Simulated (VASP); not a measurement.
# Co3Si5Ru2 (P4/mmm) in VASP: notebook

Co3Si5Ru2 is run at these levels: PBE; tasks: single point.

All numbers are computed with VASP 6.6.1; they aren't measurements. Logs are shortened: lines on timing, memory, paths and dates and some standing lists are left out, and cuts for length are marked.

### 1 The cell of the first run

It takes space group P4/mmm (No. 123, tetragonal). The conventional cell has a = 2.895 Å, b = 2.895 Å, c = 13.775 Å, α = 90.00°, β = 90.00°, γ = 90.00°. Within 3.2 Å of Co (site symmetry 4mm) lie 8 Si at 2.43 Å and 5 Co at 2.62 to 2.90 Å and 1 Ru at 2.79 Å. Within 3.2 Å of Co (site symmetry 4/mmm) lie 8 Si at 2.43 Å and 6 Co at 2.62 to 2.90 Å. Si (site symmetry 4mm) has 4 Co at 2.43 Å and 4 Ru at 2.53 Å and 6 Si at 2.62 to 2.96 Å within 3.2 Å. Si (site symmetry 4mm) has 8 Co at 2.43 Å and 6 Si at 2.61 to 2.90 Å within 3.2 Å. Si (site symmetry 4/mmm) has 8 Ru at 2.53 Å and 6 Si at 2.90 to 2.96 Å within 3.3 Å. Within 3.3 Å of Ru (site symmetry 4mm) lie 8 Si at 2.53 Å and 1 Co at 2.79 Å and 5 Ru at 2.90 to 2.97 Å.

### 2 Single point, PBE

Input file INCAR:

```
SYSTEM = Co3Si5Ru2
PREC = Accurate
ENCUT = 520
EDIFF = 1E-6
ISMEAR = 0
SIGMA = 0.1
LREAL = .False.
LASPH = .True.
NELM = 80
ALGO = Normal
ISIF = 2
LWAVE = .False.
LCHARG = .True.
GGA = PE
LELF = .True.
LVHAR = .True.
NBANDS = 48
```

Input file KPOINTS:

```
regular mesh
0
Gamma
  14 14 4
  0 0 0
```

Input file POSCAR:

```
Co3Si5Ru2
1.0
    2.8953788836      0.0000000000      0.0000000000
    0.0000000000      2.8953788836      0.0000000000
    0.0000000000      0.0000000000     13.7753442455
Co Si Ru
3 5 2
Direct
    0.0000000000      0.0000000000      0.8101248687
    0.0000000000      0.0000000000      0.0000000000
    0.0000000000      0.0000000000      0.1898751313
    0.5000000000      0.5000000000      0.7152209091
    0.5000000000      0.5000000000      0.9051008946
    0.5000000000      0.5000000000      0.0948991054
    0.5000000000      0.5000000000      0.2847790909
    0.5000000000      0.5000000000      0.5000000000
    0.0000000000      0.0000000000      0.6076652214
    0.0000000000      0.0000000000      0.3923347786
```

Potentials or basis: VASP PAW PBE potentials, release 64 (Co, Si, Ru_pv).

Command:

```bash
$ cat potpaw_PBE.64/Co/POTCAR potpaw_PBE.64/Si/POTCAR potpaw_PBE.64/Ru_pv/POTCAR > POTCAR
$ mpirun -np 1 vasp_std > vasp.out
```

OUTCAR:

```text
SYSTEM = Co3Si5Ru2
   PREC = Accurate
   ENCUT = 520
   EDIFF = 1E-6
   ISMEAR = 0
   LREAL = .False.
   LASPH = .True.
   NELM = 80
   ISIF = 2
   GGA = PE

 ion  position               nearest neighbor table
   1  0.000  0.000  0.810-   4 2.43   4 2.43   4 2.43   4 2.43   5 2.43   5 2.43   5 2.43   5 2.43
                             2 2.62   9 2.79
   2  0.000  0.000  0.000-   5 2.43   6 2.43   5 2.43   6 2.43   5 2.43   6 2.43   5 2.43   6 2.43
                             1 2.62   3 2.62
   3  0.000  0.000  0.190-   7 2.43   7 2.43   7 2.43   7 2.43   6 2.43   6 2.43   6 2.43   6 2.43
                             2 2.62  10 2.79
   4  0.500  0.500  0.715-   1 2.43   1 2.43   1 2.43   1 2.43   9 2.53   9 2.53   9 2.53   9 2.53
                             5 2.62   8 2.96
   5  0.500  0.500  0.905-   2 2.43   2 2.43   2 2.43   2 2.43   1 2.43   1 2.43   1 2.43   1 2.43
                             6 2.61   4 2.62
   6  0.500  0.500  0.095-   2 2.43   2 2.43   2 2.43   2 2.43   3 2.43   3 2.43   3 2.43   3 2.43
                             5 2.61   7 2.62
   7  0.500  0.500  0.285-   3 2.43   3 2.43   3 2.43   3 2.43  10 2.53  10 2.53  10 2.53  10 2.53
                             6 2.62   8 2.96
   8  0.500  0.500  0.500-   9 2.53  10 2.53   9 2.53  10 2.53   9 2.53  10 2.53   9 2.53  10 2.53
                             4 2.96   7 2.96
   9  0.000  0.000  0.608-   4 2.53   4 2.53   4 2.53   4 2.53   8 2.53   8 2.53   8 2.53   8 2.53
                             1 2.79  10 2.97
  10  0.000  0.000  0.392-   7 2.53   7 2.53   7 2.53   7 2.53   8 2.53   8 2.53   8 2.53   8 2.53
                             3 2.79   9 2.97

  LATTYP: Found a simple tetragonal cell.
 ALAT       =     2.8953788836
 C/A-ratio  =     4.7577000452

  Lattice vectors:

 A1 = (   2.8953788836,   0.0000000000,   0.0000000000)
 A2 = (   0.0000000000,   2.8953788836,   0.0000000000)
 A3 = (   0.0000000000,   0.0000000000,  13.7753442455)

Analysis of symmetry for initial positions (statically):
=====================================================================
 Subroutine PRICEL returns:
 Original cell was already a primitive cell.

 Routine SETGRP: Setting up the symmetry group for a
 simple tetragonal supercell.

 Subroutine GETGRP returns: Found 16 space group operations
 (whereof 16 operations were pure point group operations)
 out of a pool of 16 trial point group operations.

The static configuration has the point symmetry D_4h.

Analysis of symmetry for dynamics (positions and initial velocities):
=====================================================================
 Subroutine PRICEL returns:
 Original cell was already a primitive cell.
[... 136 lines left out ...]
   NUPDOWN=      -1.0000    fix difference up-down
   EMIN   =  10.00;   EMAX   =-10.00  energy-range for DOS
   EFERMI =   0.00;   METHOD = LEGACY
   ISMEAR =     0;   SIGMA  =   0.10  broadening in eV -4-tet -1-fermi 0-gaus
   EFERMI_NEDOS =   21; number of points for ismear=-14 and -15
   IALGO  =     38    algorithm
   IMIX   =      4    mixing-type and parameters
     AMIX     =   0.40;   BMIX     =  1.00
     AMIX_MAG =   1.60;   BMIX_MAG =  1.00
  volume/ion in A,a.u.               =      11.55        77.93
  Fermi-wavevector in a.u.,A,eV,Ry     =   1.417721  2.679105 27.346804  2.009933
  Thomas-Fermi vector in A             =   2.538922
   LORBIT       =      0    0 simple, 1 ext, 2 COOP (PROOUT), +10 PAW based schemes
   GGA     = PE    functional components
   LHFCALC =     F    Hartree Fock is set to
   AEXX    =    0.0000 exact exchange contribution
   IVDW    =     0    specifies the selected vdW correction
   LEPSILON=     F    determine dielectric tensor
   LRPA    =     F    only Hartree local field effects (RPA)
 non-spin polarized calculation
 Gauss-broadening in eV      SIGMA  =   0.10
  energy-cutoff  :      520.00
  volume of cell :      115.48
 maximum number of plane-waves:      3145
 NGX is ok and might be reduce to    24
   NGX = 11   NGY = 11   NGZ = 51

 number of electron      75.0000018 magnetization

 Free energy of the ion-electron system (eV)
  ---------------------------------------------------
  ext. energy  EPLUGINS =         0.00000000
  ---------------------------------------------------
  free energy    TOTEN  =       -71.51713155 eV

  energy without entropy =      -71.49080942  energy(sigma->0) =      -71.50397049

 E-fermi :  12.8514     XC(G=0): -13.0126

 val. band max:       12.8496523420   @ k =   0.2857   0.1429   0.2500
 cond. band min:      12.8566116828   @ k =   0.4286   0.2857   0.0000
 fundamental gap:      0.0069593408
 Fermi energy:        12.8513880206

 k-point     1 :       0.0000    0.0000    0.0000
  band No.  band energies     occupation
      1     -30.2596      2.00000
      2     -30.1396      2.00000
      3     -30.0111      2.00000
      4     -30.0111      2.00000
      5     -30.0007      2.00000
      6     -30.0007      2.00000
[... 1213 lines left out ...]
     47      16.4733      0.00000
     48      16.8366      0.00000

 [... further k-points ...]

------------------------ aborting loop because EDIFF is reached ----------------------------------------

  FORCE on cell =-STRESS in cart. coord.  units (eV):
  Direction    XX          YY          ZZ          XY          YZ          ZX
  --------------------------------------------------------------------------------------
  -------------------------------------------------------------------------------------
  Total        0.0121289      0.0121289      0.0158760      0.0000000     -0.0000000      0.0000000
  in kB        0.1682746      0.1682746      0.2202613      0.0000000     -0.0000000      0.0000000
  external PRESSURE =       0.1856035 kB  Pullay stress =       0.0000000 kB

 VOLUME and BASIS-vectors are now :
 -----------------------------------------------------------------------------
  energy-cutoff  :      520.00
  volume of cell :      115.48
      direct lattice vectors                 reciprocal lattice vectors
     2.895378884  0.000000000  0.000000000     0.345377942  0.000000000  0.000000000
     0.000000000  2.895378884  0.000000000     0.000000000  0.345377942  0.000000000
     0.000000000  0.000000000 13.775344245     0.000000000  0.000000000  0.072593467

 POSITION                                       TOTAL-FORCE (eV/Angst)
 -----------------------------------------------------------------------------------
      0.00000      0.00000     11.15975        -0.000000      0.000000     -0.000250
      0.00000      0.00000      0.00000        -0.000000      0.000000      0.000000
      0.00000      0.00000      2.61560        -0.000000      0.000000      0.000250
      1.44769      1.44769      9.85241        -0.000000     -0.000000      0.005910
      1.44769      1.44769     12.46808        -0.000000     -0.000000     -0.000102
      1.44769      1.44769      1.30727         0.000000     -0.000000      0.000102
      1.44769      1.44769      3.92293        -0.000000      0.000000     -0.005910
      1.44769      1.44769      6.88767        -0.000000      0.000000      0.000000
      0.00000      0.00000      8.37080        -0.000000      0.000000      0.005197
      0.00000      0.00000      5.40455        -0.000000     -0.000000     -0.005197
 -----------------------------------------------------------------------------------
    total drift:                               -0.000000      0.000000      0.000000

  FREE ENERGIE OF THE ION-ELECTRON SYSTEM (eV)
  ---------------------------------------------------
  free  energy   TOTEN  =       -71.5171315505 eV

  energy  without entropy=      -71.4908094210  energy(sigma->0) =      -71.50397049
```

OSZICAR:

```text
N       E                     dE             d eps       ncg     rms          rms(c)
DAV:   1     0.703837764608E+03    0.70384E+03   -0.35030E+04 10752   0.170E+03
DAV:   2    -0.119495099288E+02   -0.71579E+03   -0.68939E+03 10432   0.453E+02
DAV:   3    -0.744601100702E+02   -0.62511E+02   -0.57697E+02 12552   0.139E+02
[... 13 lines left out ...]
DAV:  17    -0.715172536595E+02    0.10838E-03   -0.32352E-04 14208   0.141E-01    0.179E-01
DAV:  18    -0.715171510833E+02    0.10258E-03   -0.31758E-04 15144   0.173E-01    0.744E-02
DAV:  19    -0.715171385127E+02    0.12571E-04   -0.33356E-05 14512   0.356E-02    0.428E-02
DAV:  20    -0.715171323156E+02    0.61972E-05   -0.11126E-05 13392   0.261E-02    0.179E-02
DAV:  21    -0.715171315505E+02    0.76507E-06   -0.35624E-06 10024   0.175E-02
   1 F= -.71517132E+02 E0= -.71503970E+02  d E =-.263221E-01
```

stdout:

```text
POSCAR found type information on POSCAR CoSiRu
 POSCAR found :  3 types and      10 ions
 scaLAPACK will be used
 LDA part: xc-table for (Slater+PW92), standard interpolation
 POSCAR, INCAR and KPOINTS ok, starting setup
 FFT: planning ... GRIDC
 FFT: planning ... GRID_SOFT
 FFT: planning ... GRID
 WAVECAR not read
 entering main loop
```

Run time: 11 min. Hardware: 1 thread of AMD EPYC 9R45 (Zen 5), shared host; peak memory 0.56 GiB.

What came out:

* Free energy: -71.5171 eV
* Pressure: 0.0 GPa
* Largest force: 0.006 eV/Å

Forces in eV/Å, atoms in the order of the input:
```
Co   0.000  0.000  0.000
Co   0.000  0.000  0.000
Co   0.000  0.000  0.000
Si   0.000  0.000  0.006
Si   0.000  0.000  0.000
Si   0.000  0.000  0.000
Si   0.000  0.000 -0.006
Si   0.000  0.000  0.000
Ru   0.000  0.000  0.005
Ru   0.000  0.000 -0.005
```

Spin polarisation is off, so any magnetic state and its effect on volume and gap are missing.

### 3 Single point, PBE

Input file INCAR:

```
SYSTEM = Co3Si5Ru2
PREC = Accurate
ENCUT = 520
EDIFF = 1E-6
ISMEAR = -1
SIGMA = 0.15
LREAL = .FALSE.
LASPH = .TRUE.
NELM = 80
ALGO = Normal
ISIF = 2
LWAVE = .FALSE.
LCHARG = .FALSE.
GGA = PE
NBANDS = 48
```

Input file KPOINTS:

```
Automatic mesh
0
G
  14 14 4
  0 0 0
```

Input file POSCAR:

```
Co3Si5Ru2
1.0
    2.8916920952      0.0000000000      0.0000000000
    0.0000000000      2.8916920952      0.0000000000
    0.0000000000      0.0000000000     13.8339395964
Co Si Ru
3 5 2
Direct
    0.0000000000      0.0000000000      0.8094932048
    0.0000000000      0.0000000000      0.0000000000
    0.0000000000      0.0000000000      0.1905067952
    0.5000000000      0.5000000000      0.7146560516
    0.5000000000      0.5000000000      0.9047926463
    0.5000000000      0.5000000000      0.0952073537
    0.5000000000      0.5000000000      0.2853439484
    0.5000000000      0.5000000000      0.5000000000
    0.0000000000      0.0000000000      0.6072282360
    0.0000000000      0.0000000000      0.3927717640
```

Potentials or basis: VASP PAW PBE potentials, release 64 (Co, Si, Ru_pv).

Command:

```bash
$ cat potpaw_PBE.64/Co/POTCAR potpaw_PBE.64/Si/POTCAR potpaw_PBE.64/Ru_pv/POTCAR > POTCAR
$ mpirun -np 1 vasp_std > vasp.out
```

OUTCAR:

```text
SYSTEM = Co3Si5Ru2
   PREC = Accurate
   ENCUT = 520
   EDIFF = 1E-6
   ISMEAR = -1
   LREAL = .FALSE.
   LASPH = .TRUE.
   NELM = 80
   ISIF = 2
   GGA = PE

 ion  position               nearest neighbor table
   1  0.000  0.000  0.809-   4 2.43   4 2.43   4 2.43   4 2.43   5 2.43   5 2.43   5 2.43   5 2.43
                             2 2.64   9 2.80
   2  0.000  0.000  0.000-   5 2.43   6 2.43   5 2.43   6 2.43   5 2.43   6 2.43   5 2.43   6 2.43
                             1 2.64   3 2.64
   3  0.000  0.000  0.191-   7 2.43   7 2.43   7 2.43   7 2.43   6 2.43   6 2.43   6 2.43   6 2.43
[... 1457 lines left out ...]
  external PRESSURE =       0.4397305 kB  Pullay stress =       0.0000000 kB

 VOLUME and BASIS-vectors are now :
 -----------------------------------------------------------------------------
  energy-cutoff  :      520.00
  volume of cell :      115.68
      direct lattice vectors                 reciprocal lattice vectors
     2.891692095  0.000000000  0.000000000     0.345818285  0.000000000  0.000000000
     0.000000000  2.891692095  0.000000000     0.000000000  0.345818285  0.000000000
     0.000000000  0.000000000 13.833939596     0.000000000  0.000000000  0.072285989

 POSITION                                       TOTAL-FORCE (eV/Angst)
 -----------------------------------------------------------------------------------
      0.00000      0.00000     11.19848         0.000000      0.000000     -0.001071
      0.00000      0.00000      0.00000         0.000000     -0.000000     -0.000000
      0.00000      0.00000      2.63546        -0.000000      0.000000      0.001071
      1.44585      1.44585      9.88651         0.000000     -0.000000      0.008089
      1.44585      1.44585     12.51685         0.000000     -0.000000     -0.002119
      1.44585      1.44585      1.31709         0.000000      0.000000      0.002119
      1.44585      1.44585      3.94743         0.000000      0.000000     -0.008089
      1.44585      1.44585      6.91697         0.000000     -0.000000     -0.000000
      0.00000      0.00000      8.40036         0.000000     -0.000000      0.002104
      0.00000      0.00000      5.43358        -0.000000     -0.000000     -0.002104
 -----------------------------------------------------------------------------------
    total drift:                               -0.000000      0.000000      0.000000

  FREE ENERGIE OF THE ION-ELECTRON SYSTEM (eV)
  ---------------------------------------------------
  free  energy   TOTEN  =       -71.7001303090 eV

  energy  without entropy=      -71.3044439807  energy(sigma->0) =      -71.50228714
```

stdout:

```text
POSCAR found type information on POSCAR CoSiRu
 POSCAR found :  3 types and      10 ions
 scaLAPACK will be used
 LDA part: xc-table for (Slater+PW92), standard interpolation
 POSCAR, INCAR and KPOINTS ok, starting setup
 FFT: planning ... GRIDC
 FFT: planning ... GRID_SOFT
 FFT: planning ... GRID
 WAVECAR not read
 entering main loop
```

It took 11 min on 1 thread of AMD EPYC 9R45 (Zen 5), shared host; peak memory 0.56 GiB.

What came out:

```
Free energy   : -71.7001 eV
Pressure      : 0.0 GPa
Largest force : 0.008 eV/Å
```

Forces in eV/Å, atoms in the order of the input:
```
Co   0.000  0.000 -0.001
Co   0.000  0.000  0.000
Co   0.000  0.000  0.001
Si   0.000  0.000  0.008
Si   0.000  0.000 -0.002
Si   0.000  0.000  0.002
Si   0.000  0.000 -0.008
Si   0.000  0.000  0.000
Ru   0.000  0.000  0.002
Ru   0.000  0.000 -0.002
```

Levels at points of the mesh, in eV from the Fermi level:
| k point | band 33 | band 34 | band 35 | band 36 | band 37 | band 38 | band 39 | band 40 | band 41 | band 42 |
| --- | --- | --- | --- | --- | --- | --- | --- | --- | --- | --- |
| (0.00, 0.00, 0.00) | -1.03 | -1.03 | -0.70 | -0.55 | 0.19 | 0.52 | 0.82 | 1.42 | 2.24 | 2.24 |
| (0.50, 0.00, 0.00) | -2.12 | -1.43 | -1.40 | -0.81 | -0.46 | -0.45 | -0.42 | 0.81 | 1.16 | 1.97 |
| (0.50, 0.50, 0.00) | -0.72 | -0.69 | -0.60 | -0.59 | -0.54 | 0.76 | 0.83 | 0.87 | 0.98 | 0.98 |
| (0.00, 0.00, 0.50) | -1.29 | -1.20 | -0.70 | -0.55 | 0.23 | 0.27 | 0.73 | 2.09 | 2.52 | 2.52 |
| (0.50, 0.00, 0.50) | -1.86 | -1.85 | -1.08 | -0.92 | -0.45 | -0.45 | -0.42 | 0.80 | 1.18 | 1.92 |
| (0.50, 0.50, 0.50) | -0.54 | -0.22 | -0.19 | -0.11 | 0.05 | 0.05 | 0.07 | 0.07 | 0.83 | 0.87 |

Spin polarisation is off, so any magnetic state and its effect on volume and gap are missing.
